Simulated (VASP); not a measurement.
The system is CuI.

```
Cu I
1.0
     4.07357    0.00000    0.00000
    -2.03679    3.52782    0.00000
     0.00000    0.00000    7.10567
Cu I
2 2
Direct
  0.66667 0.33333 0.59395
  0.33333 0.66667 0.40605
  0.33333 0.66667 0.77053
  0.66667 0.33333 0.22947
```

| Quantity | Value |
| --- | --- |
| Program | VASP 6.6.1 |
| Task | relaxation of cell and atoms |
| Functional | r2SCAN |
| Dispersion | rVV10 |
| Potentials or basis | VASP PAW PBE potentials, release 64 (Cu, I) |
| Cutoff | 600 eV |
| k mesh | 6 × 6 × 4 |
| Occupations | fermi-dirac, width 0.02 eV |
| Spin | no spin polarisation |

At the start: pressure 0.5 GPa; volume 25.53 Å³/atom.

**Question.** Where does the relaxation end?

**Answer.** Over 16 steps the energy falls by 2.4 meV/atom and the volume is 26.33 Å³/atom (+3.2 %); space group P-3m1 (No. 164, to 0.1 Å) before and after.

The path:
```tsv
step	energy change (eV)	largest force (eV/Å)	pressure (GPa)	volume (Å³)
1	0.0000	0.1181	0.52	102.11
2	-0.0042	0.1326	0.09	103.34
3	-0.0050	0.1417	-0.33	104.23
4	-0.0049	0.1388	-0.09	103.94
5	-0.0050	0.1402	-0.17	104.06
6	-0.0067	0.0467	0.10	104.10
7	-0.0068	0.0402	0.15	104.11
8	-0.0082	0.0237	0.11	104.49
9	-0.0092	0.0079	0.06	104.97
10	-0.0085	0.0416	-0.01	105.94
11	-0.0094	0.0136	0.06	105.26
12	-0.0094	0.0147	-0.10	105.43
13	-0.0094	0.0130	-0.01	105.36
14	-0.0094	0.0121	0.01	105.35
15	-0.0095	0.0029	0.00	105.34
16	-0.0095	0.0023	0.01	105.33
```

Final structure:
```
CELL_PARAMETERS angstrom
4.10603 0.00000 0.00000
-2.05302 3.55593 0.00000
0.00000 0.00000 7.21436
ATOMIC_POSITIONS crystal
Cu 0.66667 0.33333 0.59347
Cu 0.33333 0.66667 0.40653
I 0.33333 0.66667 0.76421
I 0.66667 0.33333 0.23579
```

Caveat: the PAW data sets were made with another functional, which shifts forces and pressure a little.
